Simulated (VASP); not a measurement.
Write the native input for VASP 6.6.1 that does the following.

```
Task                   : single point
Functional             : LDA
Potentials or basis    : VASP PAW LDA potentials, release 64 (W_sv)
Cutoff                 : 520 eV
k mesh                 : 20 × 20 × 20
Occupations            : gaussian, width 0.15 eV
Spin                   : no spin polarisation
Dipole correction      : no
Further INCAR settings : ALGO = Fast; EDIFF = 1e-06; NBANDS = 13
```

The structure of W lies in POSCAR:

```
W
1.0
   -1.5575719095      1.5210356913      1.5210356913
    1.5210356913     -1.5575719095      1.5210356913
    1.5210356913      1.5210356913     -1.5575719095
W
1
Direct
    0.0000000000      0.0000000000      0.0000000000
```

One way to write it, as run:

INCAR

```
  PREC = Accurate
  ENCUT = 520
  EDIFF = 1E-6
  ISMEAR = 0
  SIGMA = 0.15
  LREAL = False
  LASPH = True
  NELM = 100
  ALGO = Fast
  ISIF = 2
  LWAVE = False
  LCHARG = False
  GGA = CA
  NBANDS = 13
```

KPOINTS

```
regular mesh
0
Gamma
  20 20 20
```

Potentials or basis: VASP PAW LDA potentials, release 64 (W_sv).

Launch:

```bash
$ cat potpaw_LDA.64/W_sv/POTCAR > POTCAR
$ mpirun -np 1 vasp_std > vasp.out
```

It gave:

```
Pressure               : 40.2 GPa
Band gap on the k mesh : zero (bands 7 and 8 overlap by 7.12 eV)
```

Caveat: the cell stands under pressure; spin-orbit coupling is left out, which moves the levels of the heavy elements.

It took 100 s on 1 thread of Intel(R) Xeon(R) Platinum 8559C (Emerald Rapids) (shared host), peak memory 0.23 GiB.
